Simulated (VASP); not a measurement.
# MgAu (Pm-3m) in VASP: single point with LDA

Aim: the single point of MgAu with LDA.

Program: VASP 6.6.1. These are calculated values, not measurements. Logs are shortened: lines on timing, memory, paths and dates and some standing lists are left out, and cuts for length are marked.

### 1 The cell of the first run

It takes space group Pm-3m (No. 221, cubic). Conventional cell: a = 3.259 Å, b = 3.259 Å, c = 3.259 Å, α = 90.00°, β = 90.00°, γ = 90.00°. Mg (site symmetry m-3m) has 8 Au at 2.82 Å and 6 Mg at 3.26 Å within 3.7 Å. Within 3.7 Å of Au (site symmetry m-3m) lie 8 Mg at 2.82 Å and 6 Au at 3.26 Å.

### 2 Single point, LDA

The input, INCAR:

```
PREC = Accurate ; ENCUT = 600
EDIFF = 1E-6 ; ISMEAR = -1
SIGMA = 0.0272 ; LREAL = F
LASPH = T ; NELM = 120
ALGO = Normal ; ISIF = 2
LWAVE = F ; LCHARG = F
GGA = CA ; NBANDS = 14
GGA_COMPAT = F
```

The input, KPOINTS:

```
Automatic mesh
0
Gamma
  8 8 8
```

The input, POSCAR:

```
MgAu
1.0
    3.2590000000      0.0000000000      0.0000000000
    0.0000000000      3.2590000000      0.0000000000
    0.0000000000      0.0000000000      3.2590000000
Mg Au
1 1
Direct
    0.5000000000      0.5000000000      0.5000000000
    0.0000000000      0.0000000000      0.0000000000
```

Potentials or basis: VASP PAW LDA potentials, release 64 (Mg, Au).

Launch:

```sh
$ cat potpaw_LDA.64/Mg/POTCAR potpaw_LDA.64/Au/POTCAR > POTCAR
$ mpirun -np 1 vasp_std > vasp.out
```

OUTCAR:

```text
PREC = Accurate
   ENCUT = 600
   EDIFF = 1E-6
   ISMEAR = -1
   LREAL = F
   LASPH = T
   NELM = 120
   ISIF = 2
   GGA = CA

 ion  position               nearest neighbor table
   1  0.500  0.500  0.500-   2 2.82   2 2.82   2 2.82   2 2.82   2 2.82   2 2.82   2 2.82   2 2.82

   2  0.000  0.000  0.000-   1 2.82   1 2.82   1 2.82   1 2.82   1 2.82   1 2.82   1 2.82   1 2.82

  LATTYP: Found a simple cubic cell.
 ALAT       =     3.2590000000

  Lattice vectors:

 A1 = (   3.2590000000,   0.0000000000,   0.0000000000)
 A2 = (   0.0000000000,   3.2590000000,   0.0000000000)
 A3 = (   0.0000000000,   0.0000000000,   3.2590000000)

Analysis of symmetry for initial positions (statically):
=====================================================================
 Subroutine PRICEL returns:
 Original cell was already a primitive cell.

 Routine SETGRP: Setting up the symmetry group for a
 simple cubic supercell.

 Subroutine GETGRP returns: Found 48 space group operations
 (whereof 48 operations were pure point group operations)
 out of a pool of 48 trial point group operations.

The static configuration has the point symmetry O_h .

Analysis of symmetry for dynamics (positions and initial velocities):
=====================================================================
 Subroutine PRICEL returns:
 Original cell was already a primitive cell.

 Routine SETGRP: Setting up the symmetry group for a
 simple cubic supercell.

 Subroutine GETGRP returns: Found 48 space group operations
 (whereof 48 operations were pure point group operations)
 out of a pool of 48 trial point group operations.

The dynamic configuration has the point symmetry O_h .

 Subroutine INISYM returns: Found 48 space group operations
 (whereof 48 operations are pure point group operations),
 and found     1 'primitive' translations

----------------------------------------------------------------------------------------

                                     Primitive cell

  volume of cell :      34.6141

  direct lattice vectors                    reciprocal lattice vectors
     3.259000000  0.000000000  0.000000000     0.306842590  0.000000000  0.000000000
     0.000000000  3.259000000  0.000000000     0.000000000  0.306842590  0.000000000
     0.000000000  0.000000000  3.259000000     0.000000000  0.000000000  0.306842590

  length of vectors
     3.259000000  3.259000000  3.259000000     0.306842590  0.306842590  0.306842590

  position of ions in fractional coordinates (direct lattice)
     0.500000000  0.500000000  0.500000000
[... 89 lines left out ...]
   NELECT =      13.0000    total number of electrons
   NUPDOWN=      -1.0000    fix difference up-down
   EMIN   =  10.00;   EMAX   =-10.00  energy-range for DOS
   EFERMI =   0.00;   METHOD = LEGACY
   ISMEAR =    -1;   SIGMA  =   0.03  broadening in eV -4-tet -1-fermi 0-gaus
   EFERMI_NEDOS =   21; number of points for ismear=-14 and -15
   IALGO  =     38    algorithm
   IMIX   =      4    mixing-type and parameters
     AMIX     =   0.40;   BMIX     =  1.00
     AMIX_MAG =   1.60;   BMIX_MAG =  1.00
  volume/ion in A,a.u.               =      17.31       116.79
  Fermi-wavevector in a.u.,A,eV,Ry     =   1.181150  2.232049 18.981685  1.395114
  Thomas-Fermi vector in A             =   2.317429
   LORBIT       =      0    0 simple, 1 ext, 2 COOP (PROOUT), +10 PAW based schemes
   GGA     = CA    functional components
   LHFCALC =     F    Hartree Fock is set to
   AEXX    =    0.0000 exact exchange contribution
   IVDW    =     0    specifies the selected vdW correction
   LEPSILON=     F    determine dielectric tensor
   LRPA    =     F    only Hartree local field effects (RPA)
 non-spin polarized calculation
  energy-cutoff  :      600.00
  volume of cell :       34.61
 maximum number of plane-waves:      1189
 NGX is ok and might be reduce to    28
   NGX = 13   NGY = 13   NGZ = 13

 number of electron      12.9999998 magnetization

 Free energy of the ion-electron system (eV)
  ---------------------------------------------------
  ext. energy  EPLUGINS =         0.00000000
  ---------------------------------------------------
  free energy    TOTEN  =        -7.58996006 eV

  energy without entropy =       -7.58537418  energy(sigma->0) =       -7.58766712

 E-fermi :   6.4828     XC(G=0): -11.2650

 val. band max:        6.4560344945   @ k =   0.5000   0.5000   0.2500
 cond. band min:       6.4832809786   @ k =   0.3750   0.2500   0.1250
 fundamental gap:      0.0272464841
 Fermi energy:         6.4828002586

 k-point     1 :       0.0000    0.0000    0.0000
  band No.  band energies     occupation
      1      -2.4715      2.00000
      2       0.8567      2.00000
      3       0.8567      2.00000
      4       2.6253      2.00000
      5       2.6253      2.00000
      6       2.6253      2.00000
      7      12.0373      0.00000
      8      12.0373      0.00000
      9      12.0373      0.00000
     10      15.6470      0.00000
     11      15.6470      0.00000
     12      16.7778      0.00000
     13      24.1623      0.00000
     14      24.1623      0.00000
[... 377 lines left out ...]
      1       0.4698      2.00000
      2       1.1804      2.00000
      3       1.7417      2.00000
      4       1.8754      2.00000
      5       2.8611      2.00000
      6       4.6277      2.00000
      7       5.3686      2.00000
      8       8.2712      0.00000
      9      11.3177      0.00000
     10      15.9838      0.00000
     11      16.2439      0.00000
     12      18.3103      0.00000
     13      19.7833      0.00000
     14      22.1537      0.00000

 [... further k-points ...]

------------------------ aborting loop because EDIFF is reached ----------------------------------------

  FORCE on cell =-STRESS in cart. coord.  units (eV):
  Direction    XX          YY          ZZ          XY          YZ          ZX
  --------------------------------------------------------------------------------------
  -------------------------------------------------------------------------------------
  Total       -0.7527744     -0.7527744     -0.7527744      0.0000000     -0.0000000      0.0000000
  in kB      -34.8435446    -34.8435446    -34.8435446      0.0000000     -0.0000000      0.0000000
  external PRESSURE =     -34.8435446 kB  Pullay stress =       0.0000000 kB

 VOLUME and BASIS-vectors are now :
 -----------------------------------------------------------------------------
  energy-cutoff  :      600.00
  volume of cell :       34.61
      direct lattice vectors                 reciprocal lattice vectors
     3.259000000  0.000000000  0.000000000     0.306842590  0.000000000  0.000000000
     0.000000000  3.259000000  0.000000000     0.000000000  0.306842590  0.000000000
     0.000000000  0.000000000  3.259000000     0.000000000  0.000000000  0.306842590

 POSITION                                       TOTAL-FORCE (eV/Angst)
 -----------------------------------------------------------------------------------
      1.62950      1.62950      1.62950         0.000000      0.000000      0.000000
      0.00000      0.00000      0.00000         0.000000      0.000000      0.000000
 -----------------------------------------------------------------------------------
    total drift:                               -0.000000     -0.000000     -0.000000

  FREE ENERGIE OF THE ION-ELECTRON SYSTEM (eV)
  ---------------------------------------------------
  free  energy   TOTEN  =        -7.5899600550 eV

  energy  without entropy=       -7.5853741835  energy(sigma->0) =       -7.58766712
```

OSZICAR:

```text
N       E                     dE             d eps       ncg     rms          rms(c)
DAV:   1     0.553748190437E+02    0.55375E+02   -0.61893E+03   996   0.878E+02
DAV:   2    -0.701808193194E+01   -0.62393E+02   -0.57593E+02  1160   0.174E+02
DAV:   3    -0.818993689103E+01   -0.11719E+01   -0.11687E+01  1226   0.227E+01
DAV:   4    -0.819387391239E+01   -0.39370E-02   -0.39369E-02  1184   0.157E+00
DAV:   5    -0.819390757734E+01   -0.33665E-04   -0.33666E-04  1268   0.149E-01    0.568E+00
DAV:   6    -0.763341755404E+01    0.56049E+00   -0.23711E+00  1070   0.119E+01    0.283E+00
DAV:   7    -0.760541153707E+01    0.28006E-01   -0.24915E-02  1106   0.143E+00    0.157E+00
DAV:   8    -0.759000009510E+01    0.15411E-01   -0.69764E-03  1106   0.523E-01    0.120E-01
DAV:   9    -0.758996768685E+01    0.32408E-04   -0.20440E-04  1244   0.899E-02    0.587E-02
DAV:  10    -0.758996012635E+01    0.75605E-05   -0.94460E-06  1184   0.256E-02    0.583E-03
DAV:  11    -0.758996005502E+01    0.71323E-07   -0.11685E-07   772   0.239E-03
   1 F= -.75899601E+01 E0= -.75876671E+01  d E =-.458587E-02
```

stdout:

```text
POSCAR found type information on POSCAR MgAu
 POSCAR found :  2 types and       2 ions
 scaLAPACK will be used
 LDA part: xc-table for (Slater(with rela. corr.)+CA(PZ))
 , standard interpolation
 POSCAR, INCAR and KPOINTS ok, starting setup
 FFT: planning ... GRIDC
 FFT: planning ... GRID_SOFT
 FFT: planning ... GRID
 WAVECAR not read
 entering main loop
```

Run time: 26 s. Hardware: 1 thread of Intel Xeon 8259CL, shared host; peak memory 0.15 GiB.

What came out:

```yaml
Free_energy: -7.5900 eV
Pressure: -3.5 GPa
```

Caveat: spin-orbit coupling is left out, which moves the levels of the heavy elements.
